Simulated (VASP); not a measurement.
# Sb (R-3m) in VASP: a series of runs, part 2 of 2

VASP 6.6.1. The steps go on from the part before.

### Step 3. Relaxation of cell and atoms, PBE+D3(BJ)

This run uses another cell than the first one, of 30.21 Å³/atom.

Contents of INCAR:

```
PREC = Accurate
ENCUT = 600
EDIFF = 1E-7
ISMEAR = 0
SIGMA = 0.1
LREAL = False
LASPH = True
NELM = 60
ALGO = Normal
ISIF = 3
LWAVE = False
LCHARG = False
GGA = PE
IVDW = 12
IBRION = 2
NSW = 100
EDIFFG = -0.005
```

Contents of KPOINTS:

```
Automatic mesh
0
Gamma
  12 12 12
```

Contents of POSCAR:

```
Sb
1.0
    2.1542000000      1.2437279499      3.7580000000
   -2.1542000000      1.2437279499      3.7580000000
    0.0000000000     -2.4874558998      3.7580000000
Sb
2
Direct
    0.2334900000      0.2334900000      0.2334900000
    0.7665100000      0.7665100000      0.7665100000
```

Potentials or basis: VASP PAW PBE potentials, release 64 (Sb).

Started as:

```
> cat potpaw_PBE.64/Sb/POTCAR > POTCAR
> mpirun -np 1 vasp_std > vasp.out
```

Wall time 3.1 min (1 thread of Intel Xeon 6975P-C (Granite Rapids), shared host); peak memory 0.3 GiB.

Results (log left out):

| Item | Value |
| --- | --- |
| Free energy | -9.2051 eV |
| Relaxed volume | 29.71 Å³/atom |
| Relaxed cell | a = 4.439 Å, b = 4.439 Å, c = 4.439 Å, α = 58.30°, β = 58.30°, γ = 58.30° |
| Space group after relaxing (to 0.1 Å) | R-3m (No. 166) |
| Energy gained by relaxing | 4.8 meV/atom |
| Ionic steps | 10 |
| Pressure after relaxing | 0.0 GPa |
| Band gap on the k mesh | zero (bands 5 and 6 overlap by 0.24 eV) |
| Dispersion energy per atom | -0.481 eV |

The path:
| step | energy change (eV) | largest force (eV/Å) | pressure (GPa) | volume (Å³) |
| --- | --- | --- | --- | --- |
| 1 | 0.0000 | 0.2373 | 0.19 | 60.41 |
| 2 | -0.0042 | 0.0970 | -0.46 | 60.73 |
| 3 | -0.0045 | 0.0378 | -0.75 | 60.87 |
| 4 | -0.0075 | 0.0169 | -0.46 | 60.32 |
| 5 | -0.0093 | 0.0108 | -0.02 | 59.55 |
| 6 | -0.0094 | 0.0144 | 0.05 | 59.44 |
| 7 | -0.0095 | 0.0119 | 0.02 | 59.45 |
| 8 | -0.0096 | 0.0072 | -0.04 | 59.48 |
| 9 | -0.0096 | 0.0082 | -0.03 | 59.47 |
| 10 | -0.0096 | 0.0006 | 0.02 | 59.43 |

Final structure:
```
Sb
1.0
     2.16201    1.24824    3.67000
    -2.16201    1.24824    3.67000
     0.00000   -2.49648    3.67000
Sb
2
Direct
  0.23672 0.23672 0.23672
  0.76328 0.76328 0.76328
```

Levels at points of the mesh, in eV from the Fermi level:
```tsv
k point	band 1	band 2	band 3	band 4	band 5	band 6	band 7	band 8	band 9
(0.00, 0.00, 0.00)	-12.70	-4.63	-1.92	-1.78	-1.78	2.44	2.90	2.90	4.97
(0.50, 0.00, 0.00)	-10.27	-9.68	-1.67	-1.50	-0.28	-0.10	0.28	0.29	7.97
(0.50, 0.50, 0.00)	-10.28	-7.81	-5.55	-3.73	-3.69	1.69	5.13	5.51	7.21
(0.50, 0.50, 0.50)	-10.90	-9.14	-1.20	-1.20	-0.38	-0.04	-0.04	0.96	7.43
```

Caveat: spin-orbit coupling is left out, which moves the levels of the heavy elements.

### Step 4. Relaxation of shape and atoms at fixed volume, PBE+D3(BJ) (26.21 Å³/atom)

This run uses another cell than the first one, of 26.21 Å³/atom.

Contents of INCAR:

```
ALGO     = Normal         # electronic algorithm
EDIFF    = 1E-7           # SCF threshold, eV
EDIFFG   = -0.01          # ionic threshold
ENCUT    = 600            # plane-wave cutoff, eV
GGA      = PE             # functional
IBRION   = 2              # ionic algorithm
ISIF     = 4              # what is computed and relaxed
ISMEAR   = 0              # smearing method
IVDW     = 12             # dispersion correction
LASPH    = T              # aspherical terms in the spheres
LCHARG   = F              # write CHGCAR
LREAL    = F              # projectors in reciprocal space
LWAVE    = F              # write WAVECAR
NELM     = 60             # most SCF steps
NSW      = 50             # ionic steps
PREC     = Accurate       # precision mode
SIGMA    = 0.1            # smearing width, eV
```

Contents of KPOINTS:

```
k-points
0
Gamma
  12 12 12
```

Contents of POSCAR:

```
Sb
1.0
    2.0912797273      1.2074009136      3.4595676908
   -2.0912797273      1.2074009136      3.4595676908
    0.0000000000     -2.4148018269      3.4595676909
Sb
2
Direct
    0.2412164702      0.2412164702      0.2412164702
    0.7587835298      0.7587835298      0.7587835298
```

Potentials or basis: VASP PAW PBE potentials, release 64 (Sb).

Started as:

```
> cat potpaw_PBE.64/Sb/POTCAR > POTCAR
> mpirun -np 1 vasp_std > vasp.out
```

OUTCAR:

```text
EDIFF = 1E-7
   EDIFFG = -0.01
   ENCUT = 600
   GGA = PE
   IBRION = 2
   ISIF = 4
   ISMEAR = 0
   IVDW = 12
   LASPH = T
   LREAL = F
   NELM = 60
   NSW = 50
   PREC = Accurate
 IVDW          = 12

 ion  position               nearest neighbor table
   1  0.241  0.241  0.241-   2 2.87   2 2.87   2 2.87   2 3.08   2 3.08   2 3.08
   2  0.759  0.759  0.759-   1 2.87   1 2.87   1 2.87   1 3.08   1 3.08   1 3.08

  LATTYP: Found a trigonal (rhomboedric) cell.
 ALAT       =     4.2189899824
 COS(alpha) =     0.5085976125

  Lattice vectors:

 A1 = (   2.0912797273,   1.2074009136,   3.4595676908)
 A2 = (  -2.0912797273,   1.2074009136,   3.4595676908)
 A3 = (   0.0000000000,  -2.4148018269,   3.4595676909)

Analysis of symmetry for initial positions (statically):
=====================================================================
 Subroutine PRICEL returns:
 Original cell was already a primitive cell.

 Routine SETGRP: Setting up the symmetry group for a
 trigonal (rhombohedral) supercell.

[... 494 lines left out ...]
  free energy    TOTEN  =        -7.96663733 eV

  energy without entropy =       -7.96192360  energy(sigma->0) =       -7.96428047

 E-fermi :   8.8950     XC(G=0): -10.1865

 val. band max:        8.8867177564   @ k =  -0.0833   0.1667   0.0833
 cond. band min:       8.9618248606   @ k =  -0.3333   0.5000   0.3333
 fundamental gap:      0.0751071042
 Fermi energy:         8.8949808439

 k-point     1 :       0.0000    0.0000    0.0000
  band No.  band energies     occupation
      1      -4.5897      2.00000
      2       5.1874      2.00000
      3       6.9726      2.00000
      4       6.9726      2.00000
      5       7.0145      2.00000
      6      12.4580      0.00000
      7      12.4726      0.00000
      8      12.4726      0.00000
      9      13.4920      0.00000
[... 265 lines left out ...]
 k-point    24 :      -0.4167    0.1667   -0.0000
  band No.  band energies     occupation
      1      -1.6060      2.00000
      2      -1.0176      2.00000
      3       5.0366      2.00000
      4       6.7073      2.00000
      5       7.4163      2.00000
      6       9.9132      0.00000
      7      10.8781      0.00000
      8      12.6044      0.00000
      9      15.8406      0.00000

 [... further k-points ...]

------------------------ aborting loop because EDIFF is reached ----------------------------------------

 Edisp (eV)   -1.09283

 E8    (eV) :    -0.5093
[... 25 lines left out ...]
  FREE ENERGIE OF THE ION-ELECTRON SYSTEM (eV)
  ---------------------------------------------------
  free  energy   TOTEN  =        -9.0594667756 eV

  energy  without entropy=       -9.0547530417  energy(sigma->0) =       -9.05710991

 reached required accuracy - stopping structural energy minimisation
```

It took 8.9 min on 1 thread of Intel Xeon 8259CL, shared host; peak memory 0.29 GiB.

What came out:

```yaml
Free_energy: -9.0595 eV
Energy_gained_by_relaxing: 4.1 meV/atom
Ionic_steps: 9
Pressure_after_relaxing: 7.2 GPa
Band_gap_on_the_k_mesh: zero (bands 5 and 6 overlap by 1.06 eV)
Dispersion_energy_per_atom: -0.546 eV
```

The path:
```tsv
step	energy change (eV)	largest force (eV/Å)	pressure (GPa)	volume (Å³)
1	0.0000	0.1654	8.43	52.41
2	-0.0023	0.1136	8.23	52.41
3	-0.0049	0.0434	7.83	52.41
4	-0.0072	0.0293	7.29	52.41
5	-0.0063	0.0294	7.39	52.41
6	-0.0081	0.0021	7.16	52.41
7	-0.0081	0.0045	7.16	52.41
8	-0.0081	0.0022	7.16	52.41
9	-0.0082	0.0012	7.16	52.41
```

Final structure:
```yaml
crystal:
  lattice:
    - [2.10256, 1.21391, 3.42255]
    - [-2.10256, 1.21391, 3.42255]
    - [0.00000, -2.42783, 3.42255]
  atoms:
    - { symbol: Sb, position: [0.24990, 0.24990, 0.24990] }
    - { symbol: Sb, position: [0.75010, 0.75010, 0.75010] }
```

Caveat: spin-orbit coupling is left out, which moves the levels of the heavy elements.

### Step 5. The runs side by side

```tsv
task	level	cell	cutoff (eV)	gap on the mesh (eV)	pressure (GPa)
single point	r2SCAN	a = 4.446 Å, angles 58.2°, 2 atoms, atomic positions A	520	none	1.7
relaxation of cell and atoms	PBE+D3(BJ)	relaxed from a = 4.507 Å, angles 57.1°, 2 atoms, atomic positions B	600	none	0.0
relaxation of shape and atoms at fixed volume	PBE+D3(BJ)	relaxed from a = 4.219 Å, angles 59.4°, 2 atoms, atomic positions C	600	none	7.2
```

Alike in all rows: potentials or basis VASP PAW PBE potentials, release 64 (Sb); no spin polarisation; k mesh 12 × 12 × 12; smearing gaussian 0.1 eV.

Caveats: spin-orbit coupling is left out, which moves the levels of the heavy elements; the PAW data sets were made with another functional, which shifts forces and pressure a little (at least some runs).

Total energies depend on the potentials used, so only differences within one code and one set of settings carry meaning.
